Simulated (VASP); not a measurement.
# C in VASP: a series of runs

The runs below take C through electric field gradients, with r2SCAN.

Program: VASP 6.6.1. These are calculated values, not measurements. Logs are shortened: lines on timing, memory, paths and dates and some standing lists are left out, and cuts for length are marked.

## Step 1: The cell of the first run

It takes space group I4_1/amd (No. 141, tetragonal). The conventional cell has a = 2.537 Å, b = 2.537 Å, c = 3.507 Å, α = 90.00°, β = 90.00°, γ = 90.00°. C (site symmetry -4m2) has 4 C at 1.54 Å within 2.1 Å.

## Step 2: Electric field gradients, r2SCAN (z stretched by -1.5 % at fixed volume)

File POSCAR:

```
C
1.0
    0.0000000000      1.7938774703      1.7536669662
    1.7938774703      0.0000000000      1.7536669662
    1.7938774703      1.7938774703      0.0000000000
C
2
Direct
    0.0000000000      0.0000000000      0.0000000000
    0.2500000000      0.2500000000      0.2500000000
```

File INCAR.step1:

```
SYSTEM = C
PREC = Accurate ; ENCUT = 520
ISMEAR = -1 ; SIGMA = 0.03
LREAL = .FALSE. ; LASPH = .TRUE.
NELM = 80 ; NBANDS = 11
GGA = PE ; ALGO = Normal
EDIFF = 1E-4 ; LWAVE = .TRUE.
LCHARG = .FALSE.
```

File INCAR.step2:

```
SYSTEM = C
PREC = Accurate ; ENCUT = 520
EDIFF = 1E-8 ; ISMEAR = -1
SIGMA = 0.03 ; LREAL = .FALSE.
LASPH = .TRUE. ; NELM = 80
ALGO = Normal ; ISIF = 2
LWAVE = .FALSE. ; LCHARG = .FALSE.
METAGGA = R2SCAN ; LMIXTAU = .TRUE.
LEFG = .TRUE. ; NBANDS = 11
ISTART = 1
```

File KPOINTS:

```
regular mesh
0
G
  14 14 14
  0 0 0
```

Potentials or basis: VASP PAW PBE potentials, release 64 (C).

Run with:

```sh
$ cat potpaw_PBE.64/C/POTCAR > POTCAR
$ cp INCAR.step1 INCAR
$ mpirun -np 1 vasp_std > vasp.out
$ cp INCAR.step2 INCAR
$ mpirun -np 1 vasp_std > vasp.out
```

OUTCAR:

```text
SYSTEM = C
   PREC = Accurate
   ENCUT = 520
   EDIFF = 1E-8
   ISMEAR = -1
   LREAL = .FALSE.
   LASPH = .TRUE.
   NELM = 80
   ISIF = 2
   METAGGA = R2SCAN
   ISTART = 1

 ion  position               nearest neighbor table
   1  0.000  0.000  0.000-   2 1.54   2 1.54   2 1.54   2 1.54
   2  0.250  0.250  0.250-   1 1.54   1 1.54   1 1.54   1 1.54

  LATTYP: Found a body centered tetragonal cell.
 ALAT       =     2.5369258477
 C/A-ratio  =     1.3825133815

  Lattice vectors:

 A1 = (   0.0000000000,  -1.7938774703,  -1.7536669662)
 A2 = (   0.0000000000,   1.7938774703,  -1.7536669662)
 A3 = (   1.7938774703,   0.0000000000,   1.7536669662)

Analysis of symmetry for initial positions (statically):
=====================================================================
 Subroutine PRICEL returns:
 Original cell was already a primitive cell.

 Routine SETGRP: Setting up the symmetry group for a
 body centered tetragonal supercell.

 Subroutine GETGRP returns: Found 16 space group operations
 (whereof  8 operations were pure point group operations)
 out of a pool of 16 trial point group operations.

The static configuration has the point symmetry D_2d.
 The point group associated with its full space group is D_4h.

Analysis of symmetry for dynamics (positions and initial velocities):
=====================================================================
 Subroutine PRICEL returns:
 Original cell was already a primitive cell.

 Routine SETGRP: Setting up the symmetry group for a
 body centered tetragonal supercell.

 Subroutine GETGRP returns: Found 16 space group operations
 (whereof  8 operations were pure point group operations)
 out of a pool of 16 trial point group operations.

The dynamic configuration has the point symmetry D_2d.
 The point group associated with its full space group is D_4h.

 Subroutine INISYM returns: Found 16 space group operations
 (whereof  8 operations are pure point group operations),
 and found     1 'primitive' translations

----------------------------------------------------------------------------------------

                                     Primitive cell

  volume of cell :      11.2866

  direct lattice vectors                    reciprocal lattice vectors
     0.000000000  1.793877470  1.753666966    -0.278725837  0.278725837  0.285116849
     1.793877470  0.000000000  1.753666966     0.278725837 -0.278725837  0.285116849
     1.793877470  1.793877470  0.000000000     0.278725837  0.278725837 -0.285116849

  length of vectors
     2.508653863  2.508653863  2.536925848     0.486485151  0.486485151  0.486485151

  position of ions in fractional coordinates (direct lattice)
     0.000000000  0.000000000  0.000000000
     0.250000000  0.250000000  0.250000000

  ion indices of the primitive-cell ions
   primitive index   ion index
                 1           1
                 2           2

----------------------------------------------------------------------------------------

 KPOINTS: regular mesh

Automatic generation of k-mesh.
 Grid dimensions read from file:
 generate k-points for:   14   14   14

 Generating k-lattice:

  Cartesian coordinates                     Fractional coordinates (reciprocal lattice)
    -0.019908988  0.019908988  0.020365489     0.071428571 -0.000000000  0.000000000
     0.019908988 -0.019908988  0.020365489    -0.000000000  0.071428571  0.000000000
     0.019908988  0.019908988 -0.020365489     0.000000000  0.000000000  0.071428571

  Length of vectors
     0.034748939  0.034748939  0.034748939

  Shift w.r.t. Gamma in fractional coordinates (k-lattice)
     0.000000000  0.000000000  0.000000000

 Subroutine IBZKPT returns following result:
 ===========================================

 Found    244 irreducible k-points:

 Following reciprocal coordinates:
            Coordinates               Weight
  0.000000  0.000000  0.000000      1.000000
  0.071429  0.000000  0.000000      8.000000
  0.142857  0.000000  0.000000      8.000000
  0.214286  0.000000  0.000000      8.000000
  0.285714  0.000000  0.000000      8.000000
  0.357143  0.000000  0.000000      8.000000
[... 16 lines left out ...]
  0.214286  0.142857  0.000000      8.000000
  0.285714  0.142857  0.000000      8.000000
 [... further k-points ...]
   k-points           NKPTS =    244   k-points in BZ     NKDIM =    244   number of bands    NBANDS=     11
   number of dos      NEDOS =    301   number of ions     NIONS =      2
   total plane-waves  NPLWV =   8000
   dimension x,y,z NGX =    20 NGY =   20 NGZ =   20
   dimension x,y,z NGXF=    40 NGYF=   40 NGZF=   40
   ions per type =               2
   NGX,Y,Z   is equivalent  to a cutoff of  13.25, 13.25, 13.11 a.u.
   NGXF,Y,Z  is equivalent  to a cutoff of  26.51, 26.51, 26.21 a.u.
 SYSTEM =  C
   PREC   = accura    normal or accurate (medium, high low for compatibility)
   ISTART =      1    job   : 0-new  1-cont  2-samecut
   ICHARG =      0    charge: 1-file 2-atom 10-const
   ISPIN  =      1    spin polarized calculation?
   LNONCOLLINEAR =      F non collinear calculations
   LSORBIT =      F    spin-orbit coupling
   LASPH  =      T    aspherical Exc in radial PAW
   ENCUT  =  520.0 eV  38.22 Ry    6.18 a.u.   4.66  4.66  4.72*2*pi/ulx,y,z
   NELM   =     80;   NELMIN=  2; NELMDL=  0     # of ELM steps
   EDIFF  = 0.1E-07   stopping-criterion for ELM
   LREAL  =      F    real-space projection
   EDIFFG = 0.1E-06   stopping-criterion for IOM
   NSW    =      0    number of steps for IOM
   IBRION =     -1    ionic relax: 0-MD 1-quasi-New 2-CG
   NFREE  =      0    steps in history (QN), initial steepest desc. (CG)
   ISIF   =      2    stress and relaxation
   ISYM   =      2    0-nonsym 1-usesym 2-fastsym
   POTIM  = 0.5000    time-step for ionic-motion
   TEBEG  =    0.0;   TEEND  =   0.0 temperature during run
   PSTRESS=    0.0 pullay stress
   NELECT =       8.0000    total number of electrons
   NUPDOWN=      -1.0000    fix difference up-down
   EMIN   =  10.00;   EMAX   =-10.00  energy-range for DOS
   EFERMI =   0.00;   METHOD = LEGACY
   ISMEAR =    -1;   SIGMA  =   0.03  broadening in eV -4-tet -1-fermi 0-gaus
   EFERMI_NEDOS =   21; number of points for ismear=-14 and -15
   IALGO  =     38    algorithm
   IMIX   =      4    mixing-type and parameters
     AMIX     =   0.40;   BMIX     =  1.00
     AMIX_MAG =   1.60;   BMIX_MAG =  1.00
  volume/ion in A,a.u.               =       5.64        38.08
  Fermi-wavevector in a.u.,A,eV,Ry     =   1.459656  2.758350 28.988525  2.130596
  Thomas-Fermi vector in A             =   2.576198
   LORBIT       =      0    0 simple, 1 ext, 2 COOP (PROOUT), +10 PAW based schemes
   METAGGA = R2SCAN    functional components
   LHFCALC =     F    Hartree Fock is set to
   AEXX    =    0.0000 exact exchange contribution
   IVDW    =     0    specifies the selected vdW correction
   LEPSILON=     F    determine dielectric tensor
   LRPA    =     F    only Hartree local field effects (RPA)
 non-spin polarized calculation
  energy-cutoff  :      520.00
  volume of cell :       11.29
 maximum number of plane-waves:       323
   NGX =  9   NGY =  9   NGZ =  9

 number of electron       7.9999999 magnetization

 Free energy of the ion-electron system (eV)
  ---------------------------------------------------
  ext. energy  EPLUGINS =         0.00000000
  ---------------------------------------------------
  free energy    TOTEN  =       -19.64551242 eV

  energy without entropy =      -19.64551242  energy(sigma->0) =      -19.64551242

 E-fermi :  10.6564     XC(G=0): -14.2862

 val. band max:       10.0206619321   @ k =   0.0000   0.0000   0.0000
 cond. band min:      13.7435515988   @ k =   0.3571   0.3571   0.0000
 fundamental gap:      3.7228896666
 Fermi energy:        10.6563545603

 k-point     1 :       0.0000    0.0000    0.0000
  band No.  band energies     occupation
      1     -12.9781      2.00000
      2       9.6703      2.00000
      3       9.6703      2.00000
      4      10.0207      2.00000
      5      15.4390      0.00000
      6      15.7432      0.00000
      7      15.7432      0.00000
      8      23.7175      0.00000
      9      30.2566      0.00000
     10      36.6243      0.00000
     11      37.7537      0.00000

 k-point     2 :       0.0714    0.0000    0.0000
  band No.  band energies     occupation
      1     -12.8299      2.00000
      2       8.7566      2.00000
      3       9.4048      2.00000
      4       9.6707      2.00000
      5      15.8198      0.00000
      6      16.0799      0.00000
      7      16.3112      0.00000
      8      23.8654      0.00000
      9      30.5153      0.00000
     10      35.0214      0.00000
     11      35.8180      0.00000

 k-point     3 :       0.1429    0.0000    0.0000
  band No.  band energies     occupation
      1     -12.3866      2.00000
      2       6.5903      2.00000
      3       8.7852      2.00000
      4       9.0592      2.00000
      5      16.6250      0.00000
      6      16.8615      0.00000
      7      17.3397      0.00000
      8      24.2983      0.00000
      9      31.1152      0.00000
     10      33.5212      0.00000
     11      34.1588      0.00000

 k-point     4 :       0.2143    0.0000    0.0000
  band No.  band energies     occupation
      1     -11.6531      2.00000
      2       4.0532      2.00000
      3       8.0831      2.00000
      4       8.3932      2.00000
      5      17.4563      0.00000
      6      17.6818      0.00000
      7      18.1791      0.00000
      8      24.9451      0.00000
      9      31.6022      0.00000
     10      32.8851      0.00000
     11      33.3588      0.00000
[... 239 lines left out ...]
 k-point    22 :       0.1429    0.1429    0.0000
  band No.  band energies     occupation
      1     -12.1657      2.00000
      2       7.4225      2.00000
      3       7.4225      2.00000
      4       8.1916      2.00000
      5      14.8412      0.00000
      6      18.6499      0.00000
      7      18.6499      0.00000
      8      23.5164      0.00000
      9      31.6340      0.00000
     10      31.6502      0.00000
     11      37.6598      0.00000

 k-point    23 :       0.2143    0.1429    0.0000
  band No.  band energies     occupation
      1     -11.6157      2.00000
      2       5.6608      2.00000
      3       6.6786      2.00000
      4       7.7638      2.00000
      5      14.9973      0.00000
      6      19.6800      0.00000
      7      19.7028      0.00000
      8      23.0195      0.00000
      9      31.2262      0.00000
     10      32.2901      0.00000
     11      37.1959      0.00000

 k-point    24 :       0.2857    0.1429    0.0000
  band No.  band energies     occupation
      1     -10.7805      2.00000
      2       3.3013      2.00000
      3       6.0843      2.00000
      4       7.1974      2.00000
      5      15.6991      0.00000
      6      20.4123      0.00000
      7      20.4661      0.00000
      8      22.7636      0.00000
      9      31.6688      0.00000
     10      32.7028      0.00000
     11      36.9238      0.00000

 [... further k-points ...]

------------------------ aborting loop because EDIFF is reached ----------------------------------------

  FORCE on cell =-STRESS in cart. coord.  units (eV):
  Direction    XX          YY          ZZ          XY          YZ          ZX
  --------------------------------------------------------------------------------------
  -------------------------------------------------------------------------------------
  Total       -0.4467854     -0.4467854      1.0960352      0.0000000      0.0000000      0.0000000
  in kB      -63.4230185    -63.4230185    155.5866867      0.0000000      0.0000000      0.0000000
  external PRESSURE =       9.5802166 kB  Pullay stress =       0.0000000 kB

 VOLUME and BASIS-vectors are now :
 -----------------------------------------------------------------------------
  energy-cutoff  :      520.00
  volume of cell :       11.29
      direct lattice vectors                 reciprocal lattice vectors
     0.000000000  1.793877470  1.753666966    -0.278725837  0.278725837  0.285116849
     1.793877470  0.000000000  1.753666966     0.278725837 -0.278725837  0.285116849
     1.793877470  1.793877470  0.000000000     0.278725837  0.278725837 -0.285116849

 POSITION                                       TOTAL-FORCE (eV/Angst)
 -----------------------------------------------------------------------------------
      0.00000      0.00000      0.00000        -0.000000     -0.000000     -0.000000
      0.89694      0.89694      0.87683         0.000000      0.000000      0.000000
 -----------------------------------------------------------------------------------
    total drift:                                0.000000      0.000000      0.000000

  FREE ENERGIE OF THE ION-ELECTRON SYSTEM (eV)
  ---------------------------------------------------
  free  energy   TOTEN  =       -19.6455124190 eV

  energy  without entropy=      -19.6455124190  energy(sigma->0) =      -19.64551242

 Electric field gradients (V/A^2)
---------------------------------------------------------------------
 ion       V_xx      V_yy      V_zz      V_xy      V_xz      V_yz
---------------------------------------------------------------------
   1       0.425     0.425    -0.851    -0.000    -0.000    -0.000
   2       0.425     0.425    -0.851    -0.000    -0.000    -0.000
---------------------------------------------------------------------

 Electric field gradients after diagonalization (V/A^2)
 (convention: |V_zz| > |V_xx| > |V_yy|)
----------------------------------------------------------------------
 ion       V_xx      V_yy      V_zz     asymmetry (V_yy - V_xx)/ V_zz
----------------------------------------------------------------------
   1       0.425     0.425    -0.851       0.000
   2       0.425     0.425    -0.851       0.000
----------------------------------------------------------------------

           NMR quadrupolar parameters

 Cq : quadrupolar parameter    Cq=e*Q*V_zz/h
 eta: asymmetry parameters     (V_yy - V_xx)/ V_zz
 Q  : nuclear electric quadrupole moment in mb (millibarn)
----------------------------------------------------------------------
 ion       Cq(MHz)       eta       Q (mb)
----------------------------------------------------------------------
   1      -0.002       0.000       1.000
   2      -0.002       0.000       1.000
----------------------------------------------------------------------
```

Wall time 52 s (1 thread of Intel Xeon 6975P-C (Granite Rapids), shared host); peak memory 0.13 GiB.

Results:

| Quantity | Value |
| --- | --- |
| Free energy | -19.6455 eV |
| Pressure | 1.0 GPa |
| Band gap on the k mesh | 3.72 eV, indirect (least direct gap 5.42 eV) |

Stress tensor (GPa, compression positive):
```
-6.34  0.00  0.00
 0.00 -6.34  0.00
 0.00  0.00 15.56
```

Electric field gradients, principal values (V/Å²):
```csv
atom,least,middle,greatest (by size)
1 C,0.425,0.425,-0.851
2 C,0.425,0.425,-0.851
```

Caveat: without QUAD_EFG the Cq values of the log hold for a quadrupole moment of 1 mb, not for the nuclei; the PAW data sets were made with another functional, which shifts forces and pressure a little.

[end of part 1 of 2]
